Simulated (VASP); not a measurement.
## TiO2: single point with PBE

Crystal: TiO2.

```
CELL_PARAMETERS angstrom
-1.88890 1.88890 4.79172
1.88890 -1.88890 4.79172
1.88890 1.88890 -4.79172
ATOMIC_POSITIONS crystal
Ti 0.75000 0.25000 0.50000
Ti 0.00000 0.00000 0.00000
O 0.54271 0.04271 0.50000
O 0.79271 0.79271 0.00000
O 0.20729 0.20729 0.00000
O 0.95729 0.45729 0.50000
```

```yaml
Program: VASP 6.6.1
Task: single point
Functional: PBE
Potentials_or_basis: VASP PAW PBE potentials, release 64 (Ti_sv, O)
Cutoff: 520 eV
k_mesh: 10 × 10 × 10
Occupations: gaussian, width 0.01 eV
Spin: no spin polarisation
```

| Property | Result |
| --- | --- |
| Pressure | 5.4 GPa |
| Largest force | 0.107 eV/Å |
| Band gap on the k mesh | 2.14 eV (least direct gap 2.45 eV) |

Forces on the atoms (eV/Å):
```
Ti   0.000  0.000  0.000
Ti   0.000  0.000  0.000
O    0.000  0.000 -0.107
O    0.000  0.000 -0.107
O    0.000  0.000  0.107
O    0.000  0.000  0.107
```

Stress tensor (GPa, compression positive):
```
5.20 0.00 0.00
0.00 5.20 0.00
0.00 0.00 5.69
```

Levels at points of the mesh, in eV from the valence-band top:
| k point | band 22 | band 23 | band 24 | band 25 | band 26 | band 27 |
| --- | --- | --- | --- | --- | --- | --- |
| (0.00, 0.00, 0.00) | -0.77 | -0.45 | -0.45 | 2.14 | 2.85 | 4.04 |
| (0.50, 0.00, 0.00) | -0.92 | -0.83 | -0.64 | 3.26 | 3.56 | 3.58 |
| (0.50, 0.50, 0.00) | -2.03 | -0.04 | -0.04 | 3.32 | 3.32 | 3.80 |
| (0.50, 0.50, 0.50) | -1.24 | -0.10 | -0.10 | 2.48 | 2.48 | 3.79 |

Wall time 15 min on 1 thread of Intel Xeon 8259CL, with other jobs on the host, peak memory 0.37 GiB.

Caveat: the cell stands under pressure. A k mesh can miss the band edges.
